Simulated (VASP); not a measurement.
# K (Pm-3m) in VASP: single point with PBE

Aim: the single point of K with PBE.

All numbers are computed with VASP 6.6.1; they aren't measurements. Logs are shortened: lines on timing, memory, paths and dates and some standing lists are left out, and cuts for length are marked.

## Step 1: The cell of the first run

Symmetry: Pm-3m, No. 221, cubic system. The conventional cell has a = 4.310 Å, b = 4.310 Å, c = 4.310 Å, α = 90.00°, β = 90.00°, γ = 90.00°. K (site symmetry m-3m) has 6 K at 4.31 Å within 5.7 Å.

## Step 2: Single point, PBE

File INCAR:

```
SYSTEM = K
PREC = Accurate ; ENCUT = 520
EDIFF = 1E-6 ; ISMEAR = 0
SIGMA = 0.15 ; LREAL = .False.
LASPH = .True. ; NELM = 100
ALGO = Fast ; ISIF = 2
LWAVE = .False. ; LCHARG = .False.
GGA = PE ; NBANDS = 10
```

File KPOINTS:

```
Automatic mesh
0
Gamma
  12 12 12
  0 0 0
```

File POSCAR:

```
K
1.0
    4.3104394900      0.0000000000      0.0000000000
    0.0000000000      4.3104394900      0.0000000000
    0.0000000000      0.0000000000      4.3104394900
K
1
Direct
    0.0000000000      0.0000000000      0.0000000000
```

Potentials or basis: VASP PAW PBE potentials, release 64 (K_sv).

On the command line:

```sh
$ cat potpaw_PBE.64/K_sv/POTCAR > POTCAR
$ mpirun -np 1 vasp_std > vasp.out
```

OUTCAR:

```text
SYSTEM = K
   PREC = Accurate
   ENCUT = 520
   EDIFF = 1E-6
   ISMEAR = 0
   LREAL = .False.
   LASPH = .True.
   NELM = 100
   ISIF = 2
   GGA = PE

 ion  position               nearest neighbor table
   1  0.000  0.000  0.000-

  LATTYP: Found a simple cubic cell.
 ALAT       =     4.3104394900

  Lattice vectors:

 A1 = (   4.3104394900,   0.0000000000,   0.0000000000)
 A2 = (   0.0000000000,   4.3104394900,   0.0000000000)
 A3 = (   0.0000000000,   0.0000000000,   4.3104394900)

Analysis of symmetry for initial positions (statically):
=====================================================================
 Subroutine PRICEL returns:
 Original cell was already a primitive cell.

 Routine SETGRP: Setting up the symmetry group for a
 simple cubic supercell.

 Subroutine GETGRP returns: Found 48 space group operations
 (whereof 48 operations were pure point group operations)
 out of a pool of 48 trial point group operations.

The static configuration has the point symmetry O_h .

Analysis of symmetry for dynamics (positions and initial velocities):
=====================================================================
 Subroutine PRICEL returns:
 Original cell was already a primitive cell.

 Routine SETGRP: Setting up the symmetry group for a
 simple cubic supercell.

 Subroutine GETGRP returns: Found 48 space group operations
 (whereof 48 operations were pure point group operations)
 out of a pool of 48 trial point group operations.

The dynamic configuration has the point symmetry O_h .

 Subroutine INISYM returns: Found 48 space group operations
 (whereof 48 operations are pure point group operations),
 and found     1 'primitive' translations

----------------------------------------------------------------------------------------

                                     Primitive cell

  volume of cell :      80.0875

  direct lattice vectors                    reciprocal lattice vectors
     4.310439490  0.000000000  0.000000000     0.231994905  0.000000000  0.000000000
     0.000000000  4.310439490  0.000000000     0.000000000  0.231994905  0.000000000
     0.000000000  0.000000000  4.310439490     0.000000000  0.000000000  0.231994905

  length of vectors
     4.310439490  4.310439490  4.310439490     0.231994905  0.231994905  0.231994905

  position of ions in fractional coordinates (direct lattice)
     0.000000000  0.000000000  0.000000000

  ion indices of the primitive-cell ions
   primitive index   ion index
                 1           1

----------------------------------------------------------------------------------------

 KPOINTS: Automatic mesh

Automatic generation of k-mesh.
 Grid dimensions read from file:
 generate k-points for:   12   12   12

 Generating k-lattice:

  Cartesian coordinates                     Fractional coordinates (reciprocal lattice)
     0.019332909  0.000000000  0.000000000     0.083333333  0.000000000  0.000000000
     0.000000000  0.019332909  0.000000000     0.000000000  0.083333333  0.000000000
     0.000000000  0.000000000  0.019332909     0.000000000  0.000000000  0.083333333

  Length of vectors
     0.019332909  0.019332909  0.019332909

  Shift w.r.t. Gamma in fractional coordinates (k-lattice)
     0.000000000  0.000000000  0.000000000

 Subroutine IBZKPT returns following result:
 ===========================================

 Found     84 irreducible k-points:

 Following reciprocal coordinates:
            Coordinates               Weight
  0.000000  0.000000  0.000000      1.000000
  0.083333  0.000000  0.000000      6.000000
  0.166667  0.000000  0.000000      6.000000
  0.250000  0.000000  0.000000      6.000000
  0.333333  0.000000  0.000000      6.000000
  0.416667  0.000000  0.000000      6.000000
[... 16 lines left out ...]
  0.333333  0.333333  0.000000     12.000000
  0.416667  0.333333  0.000000     24.000000
 [... further k-points ...]
   k-points           NKPTS =     84   k-points in BZ     NKDIM =     84   number of bands    NBANDS=     10
   number of dos      NEDOS =    301   number of ions     NIONS =      1
   total plane-waves  NPLWV =  32768
   dimension x,y,z NGX =    32 NGY =   32 NGZ =   32
   dimension x,y,z NGXF=    64 NGYF=   64 NGZF=   64
   ions per type =               1
   NGX,Y,Z   is equivalent  to a cutoff of  12.34, 12.34, 12.34 a.u.
   NGXF,Y,Z  is equivalent  to a cutoff of  24.68, 24.68, 24.68 a.u.
 SYSTEM =  K
   PREC   = accura    normal or accurate (medium, high low for compatibility)
   ISTART =      0    job   : 0-new  1-cont  2-samecut
   ICHARG =      2    charge: 1-file 2-atom 10-const
   ISPIN  =      1    spin polarized calculation?
   LNONCOLLINEAR =      F non collinear calculations
   LSORBIT =      F    spin-orbit coupling
   LASPH  =      T    aspherical Exc in radial PAW
   ENCUT  =  520.0 eV  38.22 Ry    6.18 a.u.   8.01  8.01  8.01*2*pi/ulx,y,z
   NELM   =    100;   NELMIN=  2; NELMDL= -5     # of ELM steps
   EDIFF  = 0.1E-05   stopping-criterion for ELM
   LREAL  =      F    real-space projection
   EDIFFG = 0.1E-04   stopping-criterion for IOM
   NSW    =      0    number of steps for IOM
   IBRION =     -1    ionic relax: 0-MD 1-quasi-New 2-CG
   NFREE  =      0    steps in history (QN), initial steepest desc. (CG)
   ISIF   =      2    stress and relaxation
   ISYM   =      2    0-nonsym 1-usesym 2-fastsym
   POTIM  = 0.5000    time-step for ionic-motion
   TEBEG  =    0.0;   TEEND  =   0.0 temperature during run
   PSTRESS=    0.0 pullay stress
   NELECT =       9.0000    total number of electrons
   NUPDOWN=      -1.0000    fix difference up-down
   EMIN   =  10.00;   EMAX   =-10.00  energy-range for DOS
   EFERMI =   0.00;   METHOD = LEGACY
   ISMEAR =     0;   SIGMA  =   0.15  broadening in eV -4-tet -1-fermi 0-gaus
   EFERMI_NEDOS =   21; number of points for ismear=-14 and -15
   IALGO  =     68    algorithm
   IMIX   =      4    mixing-type and parameters
     AMIX     =   0.40;   BMIX     =  1.00
     AMIX_MAG =   1.60;   BMIX_MAG =  1.00
  volume/ion in A,a.u.               =      80.09       540.46
  Fermi-wavevector in a.u.,A,eV,Ry     =   0.790013  1.492908  8.491671  0.624120
  Thomas-Fermi vector in A             =   1.895269
   LORBIT       =      0    0 simple, 1 ext, 2 COOP (PROOUT), +10 PAW based schemes
   GGA     = PE    functional components
   LHFCALC =     F    Hartree Fock is set to
   AEXX    =    0.0000 exact exchange contribution
   IVDW    =     0    specifies the selected vdW correction
   LEPSILON=     F    determine dielectric tensor
   LRPA    =     F    only Hartree local field effects (RPA)
 non-spin polarized calculation
 RMM-DIIS sequential band-by-band and
 Gauss-broadening in eV      SIGMA  =   0.15
  energy-cutoff  :      520.00
  volume of cell :       80.09
 maximum number of plane-waves:      2200
   NGX = 17   NGY = 17   NGZ = 17

 number of electron       9.0000003 magnetization

 Free energy of the ion-electron system (eV)
  ---------------------------------------------------
  ext. energy  EPLUGINS =         0.00000000
  ---------------------------------------------------
  free energy    TOTEN  =        -0.94709741 eV

  energy without entropy =       -0.93764725  energy(sigma->0) =       -0.94237233

 E-fermi :  -0.2642     XC(G=0):  -5.4404

 val. band max:       -0.3086566368   @ k =   0.3333   0.2500   0.2500
 cond. band min:      -0.2554755035   @ k =   0.4167   0.2500   0.0833
 fundamental gap:      0.0531811333
 Fermi energy:        -0.2641522390

 k-point     1 :       0.0000    0.0000    0.0000
  band No.  band energies     occupation
      1     -32.6161      2.00000
      2     -16.0574      2.00000
      3     -16.0574      2.00000
      4     -16.0574      2.00000
      5      -2.3186      2.00000
      6       2.6190      0.00000
      7       2.6190      0.00000
      8       5.9314      0.00000
      9       6.0200      0.00000
     10       6.0416      0.00000

 k-point     2 :       0.0833    0.0000    0.0000
  band No.  band energies     occupation
      1     -32.6158      2.00000
      2     -16.0630      2.00000
      3     -16.0569      2.00000
      4     -16.0569      2.00000
      5      -2.2543      2.00000
      6       2.5528      0.00000
      7       2.6514      0.00000
      8       5.5114      0.00000
      9       5.5196      0.00000
     10       5.7698      0.00000

 k-point     3 :       0.1667    0.0000    0.0000
  band No.  band energies     occupation
      1     -32.6151      2.00000
      2     -16.0784      2.00000
      3     -16.0556      2.00000
      4     -16.0556      2.00000
      5      -2.0639      2.00000
      6       2.3009      0.00000
      7       2.7441      0.00000
      8       5.1284      0.00000
      9       5.1288      0.00000
     10       5.4193      0.00000

 k-point     4 :       0.2500    0.0000    0.0000
  band No.  band energies     occupation
      1     -32.6140      2.00000
      2     -16.0993      2.00000
      3     -16.0539      2.00000
      4     -16.0539      2.00000
      5      -1.7537      2.00000
      6       1.8115      0.00000
      7       2.8828      0.00000
      8       4.8087      0.00000
      9       4.8087      0.00000
     10       5.4039      0.00000

 k-point     5 :       0.3333    0.0000    0.0000
  band No.  band energies     occupation
      1     -32.6130      2.00000
      2     -16.1200      2.00000
      3     -16.0521      2.00000
      4     -16.0521      2.00000
      5      -1.3336      2.00000
      6       1.1640      0.00000
      7       3.0395      0.00000
      8       4.5689      0.00000
      9       4.5689      0.00000
     10       5.7245      0.00000

 k-point     6 :       0.4167    0.0000    0.0000
  band No.  band energies     occupation
      1     -32.6123      2.00000
      2     -16.1350      2.00000
      3     -16.0508      2.00000
      4     -16.0508      2.00000
      5      -0.8179      2.00000
      6       0.4754      0.00000
      7       3.1696      0.00000
      8       4.4205      0.00000
      9       4.4205      0.00000
     10       6.0194      0.00000

 k-point     7 :       0.5000    0.0000    0.0000
  band No.  band energies     occupation
      1     -32.6120      2.00000
      2     -16.1405      2.00000
      3     -16.0503      2.00000
      4     -16.0503      2.00000
      5      -0.3183      1.39039
      6      -0.0869      0.09470
      7       3.2213      0.00000
      8       4.3703      0.00000
      9       4.3703      0.00000
     10       6.0101      0.00000

 k-point     8 :       0.0833    0.0833    0.0000
  band No.  band energies     occupation
      1     -32.6155      2.00000
      2     -16.0628      2.00000
      3     -16.0623      2.00000
      4     -16.0564      2.00000
      5      -2.1904      2.00000
      6       2.5488      0.00000
      7       2.6298      0.00000
      8       5.1168      0.00000
      9       5.4053      0.00000
     10       5.9231      0.00000

 k-point     9 :       0.1667    0.0833    0.0000
  band No.  band energies     occupation
      1     -32.6148      2.00000
      2     -16.0779      2.00000
      3     -16.0612      2.00000
      4     -16.0552      2.00000
      5      -2.0006      2.00000
      6       2.3346      0.00000
      7       2.7031      0.00000
      8       4.7239      0.00000
      9       5.1207      0.00000
     10       5.7847      0.00000
[... 118 lines left out ...]
 k-point    19 :       0.2500    0.2500    0.0000
  band No.  band energies     occupation
      1     -32.6120      2.00000
      2     -16.0959      2.00000
      3     -16.0939      2.00000
      4     -16.0504      2.00000
      5      -1.2093      2.00000
      6       2.1841      0.00000
      7       2.2055      0.00000
      8       3.8783      0.00000
      9       4.8349      0.00000
     10       5.2780      0.00000

 k-point    20 :       0.3333    0.2500    0.0000
  band No.  band energies     occupation
      1     -32.6110      2.00000
      2     -16.1152      2.00000
      3     -16.0927      2.00000
      4     -16.0487      2.00000
      5      -0.8059      2.00000
      6       1.5670      0.00000
      7       2.4642      0.00000
      8       3.7080      0.00000
      9       4.7259      0.00000
     10       5.2448      0.00000

 k-point    21 :       0.4167    0.2500    0.0000
  band No.  band energies     occupation
      1     -32.6103      2.00000
      2     -16.1300      2.00000
      3     -16.0911      2.00000
      4     -16.0474      2.00000
      5      -0.3100      1.33411
      6       0.9021      0.00000
      7       2.7820      0.00000
      8       3.4509      0.00000
      9       4.6117      0.00000
     10       5.2489      0.00000

 k-point    22 :       0.5000    0.2500    0.0000
  band No.  band energies     occupation
      1     -32.6100      2.00000
      2     -16.1354      2.00000
      3     -16.0905      2.00000
      4     -16.0470      2.00000
      5       0.2379      0.00000
      6       0.2938      0.00000
      7       3.1043      0.00000
      8       3.1433      0.00000
      9       4.5682      0.00000
     10       5.2642      0.00000

 k-point    23 :       0.3333    0.3333    0.0000
  band No.  band energies     occupation
      1     -32.6100      2.00000
      2     -16.1136      2.00000
      3     -16.1121      2.00000
      4     -16.0470      2.00000
      5      -0.4199      1.85804
      6       1.7281      0.00000
      7       2.0187      0.00000
      8       3.4719      0.00000
      9       4.7709      0.00000
     10       5.0297      0.00000

 k-point    24 :       0.4167    0.3333    0.0000
  band No.  band energies     occupation
      1     -32.6093      2.00000
      2     -16.1275      2.00000
      3     -16.1111      2.00000
      4     -16.0457      2.00000
      5       0.0466      0.00339
      6       1.2115      0.00000
      7       2.2744      0.00000
      8       3.1439      0.00000
      9       4.7170      0.00000
     10       5.0018      0.00000

 [... further k-points ...]
[... 5 lines left out ...]
  --------------------------------------------------------------------------------------
  -------------------------------------------------------------------------------------
  Total       -0.0136662     -0.0136662     -0.0136662      0.0000000      0.0000000     -0.0000000
  in kB       -0.2733978     -0.2733978     -0.2733978      0.0000000      0.0000000     -0.0000000
  external PRESSURE =      -0.2733978 kB  Pullay stress =       0.0000000 kB

 VOLUME and BASIS-vectors are now :
 -----------------------------------------------------------------------------
  energy-cutoff  :      520.00
  volume of cell :       80.09
      direct lattice vectors                 reciprocal lattice vectors
     4.310439490  0.000000000  0.000000000     0.231994905  0.000000000  0.000000000
     0.000000000  4.310439490  0.000000000     0.000000000  0.231994905  0.000000000
     0.000000000  0.000000000  4.310439490     0.000000000  0.000000000  0.231994905

 POSITION                                       TOTAL-FORCE (eV/Angst)
 -----------------------------------------------------------------------------------
      0.00000      0.00000      0.00000         0.000000      0.000000      0.000000
 -----------------------------------------------------------------------------------
    total drift:                                0.000000     -0.000000      0.000000

  FREE ENERGIE OF THE ION-ELECTRON SYSTEM (eV)
  ---------------------------------------------------
  free  energy   TOTEN  =        -0.9470974101 eV

  energy  without entropy=       -0.9376472525  energy(sigma->0) =       -0.94237233
```

Run time: 29 s. Hardware: 1 thread of Intel Xeon Platinum 8375C at 2.90GHz (Ice Lake), shared host; peak memory 0.21 GiB.

What came out:

| Quantity | Value |
| --- | --- |
| Free energy | -0.9471 eV |
| Pressure | 0.0 GPa |

Levels at points of the mesh, in eV from the Fermi level:
```csv
k point,band 2,band 3,band 4,band 5,band 6,band 7
"(0.00, 0.00, 0.00)",-15.79,-15.79,-15.79,-2.05,2.88,2.88
"(0.50, 0.00, 0.00)",-15.88,-15.79,-15.79,-0.05,0.18,3.49
"(0.50, 0.50, 0.00)",-15.87,-15.87,-15.78,1.14,2.06,2.14
"(0.50, 0.50, 0.50)",-15.86,-15.86,-15.86,2.29,2.29,2.29
```
